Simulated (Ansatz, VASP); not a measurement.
One calculation of Mg2Zn3O5, two programs

```
Mg Zn O
1.0
    -1.52091    1.52091   10.75450
     1.52091   -1.52091   10.75450
     1.52091    1.52091  -10.75450
Mg Zn O
2 3 5
Direct
  0.30011 0.30011 0.00000
  0.69989 0.69989 0.00000
  0.89922 0.89922 0.00000
  0.10078 0.10078 0.00000
  0.50000 0.50000 0.00000
  0.79865 0.79865 0.00000
  0.20135 0.20135 0.00000
  0.60133 0.60133 0.00000
  0.00000 0.00000 0.00000
  0.39867 0.39867 0.00000
```

Alike in both runs: functional PBE; k mesh 8 × 8 × 8; occupations gaussian, width 0.1 eV; no spin polarisation.

Ansatz relaxed the structure, and its values are those at the end. VASP's run is a single point on that final structure, the one shown.

|  | VASP | Ansatz |
| --- | --- | --- |
| version | VASP 6.6.1 | Ansatz 0.2.0 |
| potentials or method | VASP PAW PBE potentials, release 64 (Mg, Zn, O), cutoff 520 eV | scalar-relativistic, plane waves, PAW |
| valence electrons in the cell | 70 | 86 |

Ansatz gave:

```
gap on the k mesh at the Fermi level (eV) : 1.57
least direct gap on the mesh (eV)         : 2.49
pressure (GPa)                            : 0.0
rms of the force components (eV/Å)        : 0.002
```

Problem. What did VASP give for the same quantities?

Solution. gap on the k mesh at the Fermi level (eV): 1.54; least direct gap on the mesh (eV): 2.47; pressure (GPa): 0.3; rms of the force components (eV/Å): 0.016.

VASP's potentials hold 70 valence electrons a cell and Ansatz's 86, so a difference there can come from the potentials and not from the codes.
